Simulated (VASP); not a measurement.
# SnSe2 (P-6m2) in VASP: further runs

SnSe2 is run at these levels: PBE+D3(BJ); tasks: single point.

Everything below comes from runs of VASP 6.6.1. Logs are shortened: lines on timing, memory, paths and dates and some standing lists are left out, and cuts for length are marked.

## (1) The cell of the first run

It takes space group P-6m2 (No. 187, hexagonal). Conventional cell: a = 3.112 Å, b = 3.112 Å, c = 6.193 Å, α = 90.00°, β = 90.00°, γ = 120.00°. Sn (site symmetry -6m2) has 6 Se at 2.35 Å and 6 Sn at 3.11 Å within 3.2 Å. Within 3.2 Å of Se (site symmetry 3m) lie 3 Sn at 2.35 Å and 8 Se at 3.04 to 3.15 Å.

## (2) Single point, PBE+D3(BJ)

Contents of INCAR:

```
SYSTEM = SnSe2
  PREC = Accurate
  ENCUT = 520
  EDIFF = 1E-6
  ISMEAR = 0
  SIGMA = 0.1
  LREAL = .False.
  LASPH = .True.
  NELM = 100
  ALGO = Normal
  ISIF = 2
  LWAVE = .False.
  LCHARG = .False.
  GGA = PE
  IVDW = 12
  NBANDS = 20
```

Contents of KPOINTS:

```
regular mesh
0
Gamma
  6 6 4
  0 0 0
```

Contents of POSCAR:

```
SnSe2
1.0
    3.1117827600      0.0000000000      0.0000000000
   -1.5558913800      2.6948829300      0.0000000000
    0.0000000000      0.0000000000      6.1928460600
Sn Se
1 2
Direct
    0.0000000000      0.0000000000      0.5000000000
    0.3333333300      0.6666666700      0.2543257100
    0.3333333300      0.6666666700      0.7456742900
```

Potentials or basis: VASP PAW PBE potentials, release 64 (Sn_d, Se).

Run with:

```bash
cat potpaw_PBE.64/Sn_d/POTCAR potpaw_PBE.64/Se/POTCAR > POTCAR
mpirun -np 1 vasp_std > vasp.out
```

OUTCAR:

```text
SYSTEM = SnSe2
   PREC = Accurate
   ENCUT = 520
   EDIFF = 1E-6
   ISMEAR = 0
   LREAL = .False.
   LASPH = .True.
   NELM = 100
   ISIF = 2
   GGA = PE
   IVDW = 12
 IVDW          = 12

 ion  position               nearest neighbor table
   1  0.000  0.000  0.500-   2 2.35   3 2.35   2 2.35   3 2.35   2 2.35   3 2.35
   2  0.333  0.667  0.254-   1 2.35   1 2.35   1 2.35
   3  0.333  0.667  0.746-   1 2.35   1 2.35   1 2.35

  LATTYP: Found a hexagonal cell.
 ALAT       =     3.1117827600
 C/A-ratio  =     1.9901280191

  Lattice vectors:

 A1 = (   3.1117827600,   0.0000000000,   0.0000000000)
 A2 = (  -1.5558913800,   2.6948829300,   0.0000000000)
 A3 = (   0.0000000000,   0.0000000000,   6.1928460600)

Analysis of symmetry for initial positions (statically):
=====================================================================
 Subroutine PRICEL returns:
 Original cell was already a primitive cell.

 Routine SETGRP: Setting up the symmetry group for a
 hexagonal supercell.

 Subroutine GETGRP returns: Found 12 space group operations
 (whereof 12 operations were pure point group operations)
 out of a pool of 24 trial point group operations.

The static configuration has the point symmetry D_3h.

Analysis of symmetry for dynamics (positions and initial velocities):
=====================================================================
 Subroutine PRICEL returns:
 Original cell was already a primitive cell.

 Routine SETGRP: Setting up the symmetry group for a
 hexagonal supercell.

 Subroutine GETGRP returns: Found 12 space group operations
 (whereof 12 operations were pure point group operations)
 out of a pool of 24 trial point group operations.

The dynamic configuration has the point symmetry D_3h.

 Subroutine INISYM returns: Found 12 space group operations
 (whereof 12 operations are pure point group operations),
 and found     1 'primitive' translations

----------------------------------------------------------------------------------------

                                     Primitive cell

  volume of cell :      51.9325

  direct lattice vectors                    reciprocal lattice vectors
     3.111782760  0.000000000  0.000000000     0.321359194  0.185536817  0.000000000
    -1.555891380  2.694882930  0.000000000     0.000000000  0.371073633  0.000000000
     0.000000000  0.000000000  6.192846060     0.000000000  0.000000000  0.161476644

  length of vectors
     3.111782760  3.111782768  6.192846060     0.371073634  0.371073633  0.161476644

  position of ions in fractional coordinates (direct lattice)
     0.000000000  0.000000000  0.500000000
     0.333333330  0.666666670  0.254325710
     0.333333330  0.666666670  0.745674290

  ion indices of the primitive-cell ions
   primitive index   ion index
                 1           1
                 2           2
                 3           3

----------------------------------------------------------------------------------------

 KPOINTS: regular mesh

Automatic generation of k-mesh.
 Grid dimensions read from file:
 generate k-points for:    6    6    4

 Generating k-lattice:

  Cartesian coordinates                     Fractional coordinates (reciprocal lattice)
     0.053559866  0.030922803  0.000000000     0.166666667  0.000000000  0.000000000
     0.000000000  0.061845606  0.000000000     0.000000000  0.166666667  0.000000000
     0.000000000  0.000000000  0.040369161     0.000000000  0.000000000  0.250000000

  Length of vectors
     0.061845606  0.061845606  0.040369161

  Shift w.r.t. Gamma in fractional coordinates (k-lattice)
     0.000000000  0.000000000  0.000000000

 Subroutine IBZKPT returns following result:
 ===========================================

 Found     21 irreducible k-points:

 Following reciprocal coordinates:
            Coordinates               Weight
  0.000000  0.000000  0.000000      1.000000
  0.166667  0.000000  0.000000      6.000000
  0.333333  0.000000  0.000000      6.000000
  0.500000  0.000000  0.000000      3.000000
  0.166667  0.166667  0.000000      6.000000
  0.333333  0.166667  0.000000     12.000000
[... 13 lines left out ...]
  0.333333  0.166667  0.500000     12.000000
  0.333333  0.333333  0.500000      2.000000
   k-points           NKPTS =     21   k-points in BZ     NKDIM =     21   number of bands    NBANDS=     20
   number of dos      NEDOS =    301   number of ions     NIONS =      3
   total plane-waves  NPLWV =  27648
   dimension x,y,z NGX =    24 NGY =   24 NGZ =   48
   dimension x,y,z NGXF=    48 NGYF=   48 NGZF=   96
   ions per type =               1   2
   NGX,Y,Z   is equivalent  to a cutoff of  12.82, 12.82, 12.89 a.u.
   NGXF,Y,Z  is equivalent  to a cutoff of  25.64, 25.64, 25.77 a.u.
 SYSTEM =  SnSe2
   PREC   = accura    normal or accurate (medium, high low for compatibility)
   ISTART =      0    job   : 0-new  1-cont  2-samecut
   ICHARG =      2    charge: 1-file 2-atom 10-const
   ISPIN  =      1    spin polarized calculation?
   LNONCOLLINEAR =      F non collinear calculations
   LSORBIT =      F    spin-orbit coupling
   LASPH  =      T    aspherical Exc in radial PAW
   ENCUT  =  520.0 eV  38.22 Ry    6.18 a.u.   5.79  5.79 11.51*2*pi/ulx,y,z
   NELM   =    100;   NELMIN=  2; NELMDL= -5     # of ELM steps
   EDIFF  = 0.1E-05   stopping-criterion for ELM
   LREAL  =      F    real-space projection
   EDIFFG = 0.1E-04   stopping-criterion for IOM
   NSW    =      0    number of steps for IOM
   IBRION =     -1    ionic relax: 0-MD 1-quasi-New 2-CG
   NFREE  =      0    steps in history (QN), initial steepest desc. (CG)
   ISIF   =      2    stress and relaxation
   ISYM   =      2    0-nonsym 1-usesym 2-fastsym
   POTIM  = 0.5000    time-step for ionic-motion
   TEBEG  =    0.0;   TEEND  =   0.0 temperature during run
   PSTRESS=    0.0 pullay stress
   NELECT =      26.0000    total number of electrons
   NUPDOWN=      -1.0000    fix difference up-down
   EMIN   =  10.00;   EMAX   =-10.00  energy-range for DOS
   EFERMI =   0.00;   METHOD = LEGACY
   ISMEAR =     0;   SIGMA  =   0.10  broadening in eV -4-tet -1-fermi 0-gaus
   EFERMI_NEDOS =   21; number of points for ismear=-14 and -15
   IALGO  =     38    algorithm
   IMIX   =      4    mixing-type and parameters
     AMIX     =   0.40;   BMIX     =  1.00
     AMIX_MAG =   1.60;   BMIX_MAG =  1.00
  volume/ion in A,a.u.               =      17.31       116.82
  Fermi-wavevector in a.u.,A,eV,Ry     =   1.299928  2.456509 22.991316  1.689814
  Thomas-Fermi vector in A             =   2.431160
   LORBIT       =      0    0 simple, 1 ext, 2 COOP (PROOUT), +10 PAW based schemes
   GGA     = PE    functional components
   LHFCALC =     F    Hartree Fock is set to
   AEXX    =    0.0000 exact exchange contribution
   IVDW    =    12    specifies the selected vdW correction
   LEPSILON=     F    determine dielectric tensor
   LRPA    =     F    only Hartree local field effects (RPA)
 non-spin polarized calculation
 Gauss-broadening in eV      SIGMA  =   0.10
  energy-cutoff  :      520.00
  volume of cell :       51.93
 maximum number of plane-waves:      1428
 NGX is ok and might be reduce to    24
   NGX = 11   NGY = 11   NGZ = 23

 number of electron      25.9999994 magnetization

 Free energy of the ion-electron system (eV)
  ---------------------------------------------------
  ext. energy  EPLUGINS =         0.00000000
  ---------------------------------------------------
  free energy    TOTEN  =        -4.61985469 eV

  energy without entropy =       -4.61355797  energy(sigma->0) =       -4.61670633

 E-fermi :  10.1140     XC(G=0): -11.2992

 val. band max:       10.0982993527   @ k =   0.1667   0.0000   0.2500
 cond. band min:      10.2229564426   @ k =   0.1667   0.0000   0.0000
 fundamental gap:      0.1246570899
 Fermi energy:        10.1139905871

 k-point     1 :       0.0000    0.0000    0.0000
  band No.  band energies     occupation
      1     -13.0501      2.00000
      2     -13.0501      2.00000
      3     -12.9668      2.00000
      4     -12.8268      2.00000
      5     -12.8268      2.00000
      6      -9.0530      2.00000
[... 12 lines left out ...]
     19      19.9101      0.00000
     20      20.3581      0.00000

 k-point     2 :       0.1667    0.0000    0.0000
  band No.  band energies     occupation
      1     -13.1081      2.00000
      2     -12.9610      2.00000
      3     -12.9460      2.00000
      4     -12.8992      2.00000
      5     -12.8448      2.00000
      6      -8.4893      2.00000
[... 12 lines left out ...]
     19      18.5857      0.00000
     20      20.1955      0.00000

 k-point     3 :       0.3333    0.0000    0.0000
  band No.  band energies     occupation
      1     -13.2236      2.00000
      2     -13.1573      2.00000
      3     -12.8805      2.00000
      4     -12.7776      2.00000
      5     -12.7718      2.00000
      6      -6.8975      2.00000
[... 12 lines left out ...]
     19      19.5346      0.00000
     20      20.0975      0.00000

 k-point     4 :       0.5000    0.0000    0.0000
  band No.  band energies     occupation
      1     -13.2806      2.00000
      2     -13.2521      2.00000
      3     -12.8983      2.00000
      4     -12.7117      2.00000
      5     -12.6830      2.00000
      6      -5.4307      2.00000
[... 12 lines left out ...]
     19      18.0678      0.00000
     20      19.6097      0.00000

 k-point     5 :       0.1667    0.1667    0.0000
  band No.  band energies     occupation
      1     -13.1420      2.00000
      2     -13.0912      2.00000
      3     -12.9145      2.00000
      4     -12.8885      2.00000
      5     -12.7686      2.00000
      6      -7.3964      2.00000
[... 12 lines left out ...]
     19      17.4254      0.00000
     20      19.8635      0.00000

 k-point     6 :       0.3333    0.1667    0.0000
  band No.  band energies     occupation
      1     -13.2094      2.00000
      2     -13.1817      2.00000
      3     -12.9434      2.00000
      4     -12.8007      2.00000
      5     -12.7041      2.00000
      6      -5.5942      2.00000
[... 12 lines left out ...]
     19      18.7985      0.00000
     20      20.1774      0.00000

 k-point     7 :       0.3333    0.3333    0.0000
  band No.  band energies     occupation
      1     -13.1946      2.00000
      2     -13.0729      2.00000
      3     -13.0152      2.00000
      4     -12.8559      2.00000
      5     -12.7211      2.00000
      6      -4.6653      2.00000
[... 12 lines left out ...]
     19      19.8861      0.00000
     20      20.5173      0.00000
[... 208 lines left out ...]
 k-point    17 :       0.3333    0.0000    0.5000
  band No.  band energies     occupation
      1     -13.2233      2.00000
      2     -13.1587      2.00000
      3     -12.8806      2.00000
      4     -12.7775      2.00000
      5     -12.7712      2.00000
      6      -6.7775      2.00000
[... 12 lines left out ...]
     19      19.6448      0.00000
     20      21.8475      0.00000

 k-point    18 :       0.5000    0.0000    0.5000
  band No.  band energies     occupation
      1     -13.2803      2.00000
      2     -13.2536      2.00000
      3     -12.8984      2.00000
      4     -12.7112      2.00000
      5     -12.6830      2.00000
      6      -5.2815      2.00000
[... 12 lines left out ...]
     19      19.7418      0.00000
     20      22.2267      0.00000

 k-point    19 :       0.1667    0.1667    0.5000
  band No.  band energies     occupation
      1     -13.1417      2.00000
      2     -13.0925      2.00000
      3     -12.9144      2.00000
      4     -12.8886      2.00000
      5     -12.7680      2.00000
      6      -7.2820      2.00000
[... 12 lines left out ...]
     19      18.2727      0.00000
     20      20.0837      0.00000

 k-point    20 :       0.3333    0.1667    0.5000
  band No.  band energies     occupation
      1     -13.2108      2.00000
      2     -13.1813      2.00000
      3     -12.9436      2.00000
      4     -12.8006      2.00000
      5     -12.7037      2.00000
      6      -5.4518      2.00000
[... 12 lines left out ...]
     19      18.7864      0.00000
     20      20.3785      0.00000

 k-point    21 :       0.3333    0.3333    0.5000
  band No.  band energies     occupation
      1     -13.1960      2.00000
      2     -13.0724      2.00000
      3     -13.0155      2.00000
      4     -12.8559      2.00000
      5     -12.7208      2.00000
      6      -4.4941      2.00000
[... 12 lines left out ...]
     19      20.7150      0.00000
     20      20.9828      0.00000

------------------------ aborting loop because EDIFF is reached ----------------------------------------

 Edisp (eV)   -1.61626

 E8    (eV) :    -0.7030

  FORCE on cell =-STRESS in cart. coord.  units (eV):
  Direction    XX          YY          ZZ          XY          YZ          ZX
  --------------------------------------------------------------------------------------
  -------------------------------------------------------------------------------------
  Total      26.84397    26.84397    29.61776     0.00000    -0.00000     0.00000
  in kB     828.16681   828.16682   913.74151     0.00000    -0.00000     0.00000
  external pressure =      856.69 kB  Pullay stress =        0.00 kB

 VOLUME and BASIS-vectors are now :
 -----------------------------------------------------------------------------
  energy-cutoff  :      520.00
  volume of cell :       51.93
      direct lattice vectors                 reciprocal lattice vectors
     3.111782760  0.000000000  0.000000000     0.321359194  0.185536817  0.000000000
    -1.555891380  2.694882930  0.000000000     0.000000000  0.371073633  0.000000000
     0.000000000  0.000000000  6.192846060     0.000000000  0.000000000  0.161476644

 POSITION                                       TOTAL-FORCE (eV/Angst)
 -----------------------------------------------------------------------------------
      0.00000      0.00000      3.09642         0.000000      0.000000     -0.000000
     -0.00000      1.79659      1.57500        -0.000000      0.000000     -8.806547
     -0.00000      1.79659      4.61785         0.000000      0.000000      8.806547
 -----------------------------------------------------------------------------------
    total drift:                                0.000010     -0.000006      0.000000

  FREE ENERGIE OF THE ION-ELECTRON SYSTEM (eV)
  ---------------------------------------------------
  free  energy   TOTEN  =        -6.2361172824 eV

  energy  without entropy=       -6.2298205614  energy(sigma->0) =       -6.23296892
```

It took 37 s on 1 thread of Intel Xeon 8259CL, shared host; peak memory 0.16 GiB.

Results:

```yaml
Free_energy: -6.2361 eV
Pressure: 85.7 GPa
Largest_force: 8.807 eV/Å
Band_gap_on_the_k_mesh: zero (bands 13 and 14 overlap by 1.17 eV)
Dispersion_energy_per_atom: -0.539 eV
```

Forces in eV/Å, atoms in the order of the input:
```
Sn   0.000  0.000  0.000
Se   0.000  0.000 -8.807
Se   0.000  0.000  8.807
```

Caveat: the k points lie up to 0.39 Å⁻¹ apart, too coarse for converged energies and pressures of a metal; spin-orbit coupling is left out, which moves the levels of the heavy elements; forces of over 1 eV/Å act on the atoms, so gaps and moduli don't describe the material at rest.

(Continued in part 2 of 2.)

The gap in the log of VASP goes by the Fermi energy; the results here count the filled bands.